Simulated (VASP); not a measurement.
Here is a VASP 6.6.1 calculation.

Contents of INCAR:

```
SYSTEM = SiO2
PREC = Accurate
ENCUT = 600
EDIFF = 1E-7
ISMEAR = 0
SIGMA = 0.02
LREAL = .FALSE.
LASPH = .TRUE.
NELM = 80
ALGO = Normal
ISIF = 3
LWAVE = .FALSE.
LCHARG = .FALSE.
GGA = CA
IBRION = 2
NSW = 70
EDIFFG = -0.008
PSTRESS = 250.0
```

KPOINTS

```
Automatic mesh
0
G
  6 6 4
  0 0 0
```

The input POSCAR:

```
SiO2
1.0
    4.7407335403      0.0000000000      0.0000000000
   -2.3703667702      4.1055956785      0.0000000000
    0.0000000000      0.0000000000      5.3480989689
Si O
3 6
Direct
    0.0000000000      0.5000000000      0.3333333333
    0.5000000000      0.5000000000      0.6666666667
    0.5000000000      0.0000000000      0.0000000000
    0.6005319773      0.8002659886      0.8333333333
    0.8002659886      0.6005319773      0.5000000000
    0.8002659886      0.1997340114      0.1666666667
    0.3994680227      0.1997340114      0.8333333333
    0.1997340114      0.3994680227      0.5000000000
    0.1997340114      0.8002659886      0.1666666667
```

Potentials or basis: VASP PAW LDA potentials, release 64 (Si, O).

Launch:

```sh
$ cat potpaw_LDA.64/Si/POTCAR potpaw_LDA.64/O/POTCAR > POTCAR
$ mpirun -np 1 vasp_std > vasp.out
```

**Question.** Predict the band gap on the k mesh.

**Answer.** 5.23 eV.

**Question.** What does it give for the space group after relaxing (to 0.1 Å)?

**Answer.** P6_422 (No. 181).

**Question.** Estimate the relaxed volume.

**Answer.** 11.34 Å³/atom.

**Question.** Predict the relaxed cell.

**Answer.** a = 4.551 Å, b = 4.551 Å, c = 5.691 Å, α = 90.00°, β = 90.00°, γ = 120.00°.

Final structure:
```xyz
9
Lattice="4.5512 0.0000 0.0000 -2.2756 3.9414 0.0000 0.0000 0.0000 5.6907" Properties=species:S:1:pos:R:3 pbc="T T T"
Si   -1.1378    1.9707    1.8969
Si    1.1378    1.9707    3.7938
Si    0.0000    3.9414    5.6907
O     0.9988    3.2043    4.7422
O     2.2756    2.4671    2.8453
O     3.2744    0.7372    0.9484
O     1.2768    0.7372    4.7422
O     0.0000    1.4743    2.8453
O    -0.9988    3.2043    0.9484
```

Caveat: the cell is relaxed towards a set pressure, so the run minimises the enthalpy, not the energy. A k mesh can miss the band edges.
